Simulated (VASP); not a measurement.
# Pt (Cmcm) in VASP: notebook, part 2 of 2

VASP 6.6.1. The steps go on from the part before.

### Step 3. Single point, PBE (normal strain along x -0.1500, normal strain along y +0.1000)

INCAR reads:

```
  PREC = Accurate
  ENCUT = 520
  EDIFF = 1E-6
  ISMEAR = 0
  SIGMA = 0.15
  LREAL = F
  LASPH = T
  NELM = 100
  ALGO = Fast
  ISIF = 2
  LWAVE = F
  LCHARG = F
  GGA = PE
  NBANDS = 17
```

KPOINTS reads:

```
regular mesh
0
Gamma
  18 18 10
```

POSCAR reads:

```
Pt
1.0
    2.3447586725      0.0000000000      0.0000000000
   -1.1723793363      2.6278619220      0.0000000000
    0.0000000000      0.0000000000      4.7813829983
Pt
2
Direct
    0.6666666667      0.3333333333      0.7500000000
    0.3333333333      0.6666666667      0.2500000000
```

Potentials or basis: VASP PAW PBE potentials, release 64 (Pt).

Run with:

```bash
> cat potpaw_PBE.64/Pt/POTCAR > POTCAR
> mpirun -np 1 vasp_std > vasp.out
```

OUTCAR:

```text
PREC = Accurate
   ENCUT = 520
   EDIFF = 1E-6
   ISMEAR = 0
   LREAL = F
   LASPH = T
   NELM = 100
   ISIF = 2
   GGA = PE

 ion  position               nearest neighbor table
   1  0.667  0.333  0.750-   2 2.80   2 2.80   2 2.80   2 2.80   2 2.96   2 2.96
   2  0.333  0.667  0.250-   1 2.80   1 2.80   1 2.80   1 2.80   1 2.96   1 2.96

  LATTYP: Found a base centered orthorhombic cell.
 ALAT       =     2.3447586725
 B/A-ratio  =     2.2414775156
 C/A-ratio  =     2.0391791507

  Lattice vectors:

 A1 = (   1.1723793363,  -2.6278619220,   0.0000000000)
 A2 = (   1.1723793362,   2.6278619220,   0.0000000000)
 A3 = (   0.0000000000,   0.0000000000,   4.7813829983)

Analysis of symmetry for initial positions (statically):
=====================================================================
 Subroutine PRICEL returns:
 Original cell was already a primitive cell.

 Routine SETGRP: Setting up the symmetry group for a
 base centered orthorhombic supercell.

 Subroutine GETGRP returns: Found  8 space group operations
 (whereof  4 operations were pure point group operations)
[... 165 lines left out ...]

  energy without entropy =      -10.61934106  energy(sigma->0) =      -10.63261760

 E-fermi :  11.7089     XC(G=0): -13.5678

 val. band max:       11.7083505478   @ k =   0.1111   0.4444   0.1000
 cond. band min:      11.7114010633   @ k =   0.0556   0.2778   0.1000
 fundamental gap:      0.0030505156
 Fermi energy:        11.7089096447

 k-point     1 :       0.0000    0.0000    0.0000
  band No.  band energies     occupation
      1       1.2246      2.00000
      2       3.4177      2.00000
      3       5.4244      2.00000
      4       5.8083      2.00000
      5       7.3693      2.00000
      6       9.0245      2.00000
[... 457 lines left out ...]
      4       7.4016      2.00000
      5       7.8401      2.00000
      6       7.8534      2.00000
[... 9 lines left out ...]
     16      27.8620      0.00000
     17      30.3179      0.00000

 [... further k-points ...]

------------------------ aborting loop because EDIFF is reached ----------------------------------------

  FORCE on cell =-STRESS in cart. coord.  units (eV):
  Direction    XX          YY          ZZ          XY          YZ          ZX
  --------------------------------------------------------------------------------------
  -------------------------------------------------------------------------------------
  Total       22.2567282      0.2376657      1.4703818     -0.0000000     -0.0000000      0.0000000
  in kB     1210.3686833     12.9247694     79.9625196     -0.0000000     -0.0000000      0.0000000
  external PRESSURE =     434.4186574 kB  Pullay stress =       0.0000000 kB

 VOLUME and BASIS-vectors are now :
 -----------------------------------------------------------------------------
  energy-cutoff  :      520.00
  volume of cell :       29.46
      direct lattice vectors                 reciprocal lattice vectors
     2.344758672  0.000000000  0.000000000     0.426483122  0.190268749  0.000000000
    -1.172379336  2.627861922  0.000000000     0.000000000  0.380537498  0.000000000
     0.000000000  0.000000000  4.781382998     0.000000000  0.000000000  0.209144509

 POSITION                                       TOTAL-FORCE (eV/Angst)
 -----------------------------------------------------------------------------------
      1.17238      0.87595      3.58604         0.000000     -0.175013      0.000000
     -0.00000      1.75191      1.19535        -0.000000      0.175013     -0.000000
 -----------------------------------------------------------------------------------
    total drift:                               -0.000000      0.000000     -0.000000

  FREE ENERGIE OF THE ION-ELECTRON SYSTEM (eV)
  ---------------------------------------------------
  free  energy   TOTEN  =       -10.6458941397 eV

  energy  without entropy=      -10.6193410639  energy(sigma->0) =      -10.63261760
```

OSZICAR:

```text
N       E                     dE             d eps       ncg     rms          rms(c)
DAV:   1     0.106921768062E+03    0.10692E+03   -0.10604E+04 18589   0.114E+03
DAV:   2    -0.935609171273E+01   -0.11628E+03   -0.11046E+03 20395   0.251E+02
DAV:   3    -0.112749045423E+02   -0.19188E+01   -0.18971E+01 22374   0.324E+01
DAV:   4    -0.112849342804E+02   -0.10030E-01   -0.10028E-01 21099   0.243E+00
DAV:   5    -0.112850339329E+02   -0.99653E-04   -0.99652E-04 22534   0.252E-01    0.224E+01
RMM:   6    -0.107405798440E+02    0.54445E+00   -0.66003E-01 18619   0.616E+00    0.125E+01
RMM:   7    -0.106560133048E+02    0.84567E-01   -0.24191E-01 19197   0.380E+00    0.258E+00
RMM:   8    -0.106461450023E+02    0.98683E-02   -0.41199E-02 19245   0.157E+00    0.639E-01
RMM:   9    -0.106458756285E+02    0.26937E-03   -0.15294E-03 20620   0.291E-01    0.157E-01
RMM:  10    -0.106458905381E+02   -0.14910E-04   -0.26488E-04 20783   0.107E-01    0.112E-01
RMM:  11    -0.106458946924E+02   -0.41543E-05   -0.52976E-05 20604   0.440E-02    0.178E-02
RMM:  12    -0.106458941397E+02    0.55267E-06   -0.87894E-06 19109   0.195E-02
   1 F= -.10645894E+02 E0= -.10632618E+02  d E =-.265531E-01
```

Wall time 1.9 min (1 thread of Intel Xeon Platinum 8488C (Sapphire Rapids), shared host); peak memory 0.33 GiB.

Results:

| Property | Result |
| --- | --- |
| Free energy | -10.6459 eV |
| Pressure | 43.4 GPa |
| Largest force | 0.175 eV/Å |
| Band gap on the k mesh | zero (band 10 reaches 12.58 eV, above the bottom of band 11 at 10.77 eV) |

Forces on the atoms (eV/Å):
```
Pt   0.000 -0.175  0.000
Pt   0.000  0.175  0.000
```

Stress tensor (GPa, compression positive):
```
121.04   0.00   0.00
  0.00   1.29   0.00
  0.00   0.00   8.00
```

Caveat: the cell differs from its parent crystal (normal strain along x -0.1500, normal strain along y +0.1000); spin-orbit coupling is left out, which moves the levels of the heavy elements.

### Step 4. Single point, PBE (normal strain along x +0.0500, normal strain along y -0.1000)

INCAR reads:

```
ALGO = Fast
EDIFF = 1E-6
ENCUT = 520
GGA = PE
ISIF = 2
ISMEAR = 0
LASPH = True
LCHARG = False
LREAL = False
LWAVE = False
NBANDS = 17
NELM = 80
PREC = Accurate
SIGMA = 0.15
```

KPOINTS reads:

```
k-points
0
Gamma
  18 18 10
```

POSCAR reads:

```
Pt
1.0
    2.8964665954      0.0000000000      0.0000000000
   -1.4482332977      2.1500688453      0.0000000000
    0.0000000000      0.0000000000      4.7813829983
Pt
2
Direct
    0.6666666667      0.3333333333      0.7500000000
    0.3333333333      0.6666666667      0.2500000000
```

Run with:

```bash
> cat potpaw_PBE.64/Pt/POTCAR > POTCAR
> mpirun -np 1 vasp_std > vasp.out
```

Run time: 1.7 min. Hardware: 1 thread of Intel Xeon Platinum 8488C (Sapphire Rapids), shared host; peak memory 0.33 GiB.

Results (log left out):

| Item | Value |
| --- | --- |
| Free energy | -11.7256 eV |
| Pressure | 22.0 GPa |
| Largest force | 0.131 eV/Å |
| Band gap on the k mesh | zero (band 10 reaches 12.74 eV, above the bottom of band 11 at 10.59 eV) |

Forces on the atoms (eV/Å):
```
Pt   0.000  0.131  0.000
Pt   0.000 -0.131  0.000
```

Stress tensor (GPa, compression positive):
```
15.74  0.00  0.00
 0.00 45.45  0.00
 0.00  0.00  4.83
```

Levels at points of the mesh, in eV from the Fermi level:
```
           k point  band 7  band 8  band 9  band 10  band 11  band 12  band 13  band 14
(0.00, 0.00, 0.00)   -1.91   -1.81   -1.54    -1.11    -0.36     0.04     4.75    15.21
(0.50, 0.00, 0.00)   -2.43   -0.05    0.12     0.19     2.52     3.96     7.22     8.52
(0.00, 0.50, 0.00)   -2.32   -0.43    1.15     1.33     3.17     5.26     9.31     9.90
(0.00, 0.00, 0.50)   -2.20   -2.20   -0.97    -0.97    -0.44    -0.44    11.82    11.82
(0.50, 0.00, 0.50)   -1.12   -1.12    0.12     0.12     1.57     1.57     6.70     6.70
(0.00, 0.50, 0.50)   -0.68   -0.68    1.24     1.24     2.70     2.70     8.80     8.80
```

Caveat: the cell differs from its parent crystal (normal strain along x +0.0500, normal strain along y -0.1000); spin-orbit coupling is left out, which moves the levels of the heavy elements.

### Step 5. Single point, PBE (normal strain along x -0.1000, normal strain along y +0.0500)

INCAR reads:

```
SYSTEM = Pt
  ALGO = Fast
  EDIFF = 1E-7
  ENCUT = 520
  GGA = PE
  ISIF = 2
  ISMEAR = 0
  LASPH = .True.
  LCHARG = .True.
  LELF = .True.
  LREAL = .False.
  LVHAR = .True.
  LWAVE = .False.
  NBANDS = 17
  NELM = 80
  PREC = Accurate
  SIGMA = 0.15
```

KPOINTS reads:

```
k-points
0
Gamma
  18 18 10
  0 0 0
```

POSCAR reads:

```
Pt
1.0
    2.4826856532      0.0000000000      0.0000000000
   -1.2413428266      2.5084136529      0.0000000000
    0.0000000000      0.0000000000      4.7813829983
Pt
2
Direct
    0.6666666667      0.3333333333      0.7500000000
    0.3333333333      0.6666666667      0.2500000000
```

Run with:

```bash
> cat potpaw_PBE.64/Pt/POTCAR > POTCAR
> mpirun -np 1 vasp_std > vasp.out
```

It took 2.5 min on 1 thread of Intel Xeon Platinum 8488C (Sapphire Rapids), shared host; peak memory 0.33 GiB.

It converged, with:

```yaml
Free_energy: -11.5813 eV
Pressure: 24.2 GPa
Largest_force: 0.057 eV/Å
Band_gap_on_the_k_mesh: zero (band 10 reaches 12.26 eV, above the bottom of band 11 at 10.59 eV)
```

Forces on the atoms (eV/Å):
```
Pt   0.000 -0.057  0.000
Pt   0.000  0.057  0.000
```

Stress tensor (GPa, compression positive):
```
62.98  0.00  0.00
 0.00  2.62  0.00
 0.00  0.00  7.04
```

Levels at points of the mesh, in eV from the Fermi level:
| k point | band 7 | band 8 | band 9 | band 10 | band 11 | band 12 | band 13 | band 14 |
| --- | --- | --- | --- | --- | --- | --- | --- | --- |
| (0.00, 0.00, 0.00) | -2.18 | -1.90 | -1.30 | -1.15 | -0.55 | 0.19 | 4.69 | 14.74 |
| (0.50, 0.00, 0.00) | -2.46 | -0.25 | 0.27 | 0.44 | 3.13 | 4.98 | 8.73 | 9.42 |
| (0.00, 0.50, 0.00) | -2.18 | 0.37 | 0.42 | 0.57 | 1.85 | 3.13 | 6.25 | 8.00 |
| (0.00, 0.00, 0.50) | -2.24 | -2.24 | -1.14 | -1.14 | -0.33 | -0.33 | 11.77 | 11.77 |
| (0.50, 0.00, 0.50) | -0.90 | -0.90 | 0.53 | 0.53 | 2.30 | 2.30 | 8.32 | 8.32 |
| (0.00, 0.50, 0.50) | -1.06 | -1.06 | 0.50 | 0.50 | 1.10 | 1.10 | 5.56 | 5.56 |

Caveat: the cell differs from its parent crystal (normal strain along x -0.1000, normal strain along y +0.0500); spin-orbit coupling is left out, which moves the levels of the heavy elements.

### Step 6. Single point, PBE (normal strain along x +0.0000, normal strain along y -0.1500)

INCAR reads:

```
PREC = Accurate
ENCUT = 520
EDIFF = 1E-6
ISMEAR = 0
SIGMA = 0.15
LREAL = False
LASPH = True
NELM = 60
ALGO = Fast
ISIF = 2
LWAVE = False
LCHARG = False
GGA = PE
NBANDS = 17
```

KPOINTS reads:

```
regular mesh
0
Gamma
  18 18 10
```

POSCAR reads:

```
Pt
1.0
    2.7585396147      0.0000000000      0.0000000000
   -1.3792698074      2.0306205761      0.0000000000
    0.0000000000      0.0000000000      4.7813829983
Pt
2
Direct
    0.6666666667      0.3333333333      0.7500000000
    0.3333333333      0.6666666667      0.2500000000
```

Potentials or basis: VASP PAW PBE potentials, release 64 (Pt).

Run with:

```bash
> cat potpaw_PBE.64/Pt/POTCAR > POTCAR
> mpirun -np 1 vasp_std > vasp.out
```

Wall time 1.8 min (1 thread of Intel Xeon Platinum 8488C (Sapphire Rapids), shared host); peak memory 0.31 GiB.

It converged, with:

```
Free energy            : -10.5362 eV
Pressure               : 77.2 GPa
Largest force          : 0.137 eV/Å
Band gap on the k mesh : zero (band 10 reaches 15.58 eV, above the bottom of band 11 at 12.44 eV)
```

Forces on the atoms (eV/Å):
```
Pt   0.000  0.137  0.000
Pt   0.000 -0.137  0.000
```

Stress tensor (GPa, compression positive):
```
 68.71   0.00   0.00
  0.00 133.49   0.00
  0.00   0.00  29.35
```

Levels at points of the mesh, in eV from the Fermi level:
| k point | band 7 | band 8 | band 9 | band 10 | band 11 | band 12 | band 13 | band 14 |
| --- | --- | --- | --- | --- | --- | --- | --- | --- |
| (0.00, 0.00, 0.00) | -2.05 | -2.01 | -1.87 | -1.33 | -0.35 | 0.18 | 4.74 | 14.36 |
| (0.50, 0.00, 0.00) | -2.46 | 0.17 | 0.19 | 0.31 | 2.91 | 4.36 | 8.17 | 8.57 |
| (0.00, 0.50, 0.00) | -2.49 | -0.82 | 1.86 | 2.01 | 3.62 | 6.02 | 9.98 | 10.66 |
| (0.00, 0.00, 0.50) | -2.36 | -2.36 | -0.99 | -0.99 | -0.35 | -0.35 | 11.38 | 11.38 |
| (0.50, 0.00, 0.50) | -1.36 | -1.36 | 0.30 | 0.30 | 1.55 | 1.55 | 7.99 | 7.99 |
| (0.00, 0.50, 0.50) | -0.87 | -0.87 | 1.94 | 1.94 | 2.95 | 2.95 | 10.32 | 10.32 |

Caveat: the cell differs from its parent crystal (normal strain along x +0.0000, normal strain along y -0.1500); spin-orbit coupling is left out, which moves the levels of the heavy elements.

### Step 7. Overview

| cell | further INCAR settings | gap on the mesh (eV) | pressure (GPa) | largest force (eV/Å) |
| --- | --- | --- | --- | --- |
| a = 3.034, b = 2.535, c = 4.781 Å, angles 90.0, 90.0, 126.8°, 2 atoms | ALGO = Fast; EDIFF = 1e-07; NBANDS = 17 | none | 32.3 | 0.25 |
| a = 2.345, b = 2.878, c = 4.781 Å, angles 90.0, 90.0, 114.0°, 2 atoms | ALGO = Fast; EDIFF = 1e-06; NBANDS = 17 | none | 43.4 | 0.18 |
| a = 2.896, b = 2.592, c = 4.781 Å, angles 90.0, 90.0, 124.0°, 2 atoms | ALGO = Fast; EDIFF = 1e-06; NBANDS = 17 | none | 22.0 | 0.13 |
| a = 2.483, b = 2.799, c = 4.781 Å, angles 90.0, 90.0, 116.3°, 2 atoms | ALGO = Fast; EDIFF = 1e-07; NBANDS = 17 | none | 24.2 | 0.06 |
| a = 2.759, b = 2.455, c = 4.781 Å, angles 90.0, 90.0, 124.2°, 2 atoms | ALGO = Fast; EDIFF = 1e-06; NBANDS = 17 | none | 77.2 | 0.14 |

Alike in all rows: task single point; level PBE; potentials or basis VASP PAW PBE potentials, release 64 (Pt); no spin polarisation; k mesh 18 × 18 × 10; cutoff (eV) 520; smearing gaussian 0.15 eV.

Caveats: spin-orbit coupling is left out, which moves the levels of the heavy elements.

Total energies depend on the potentials used, so only differences within one code and one set of settings carry meaning.
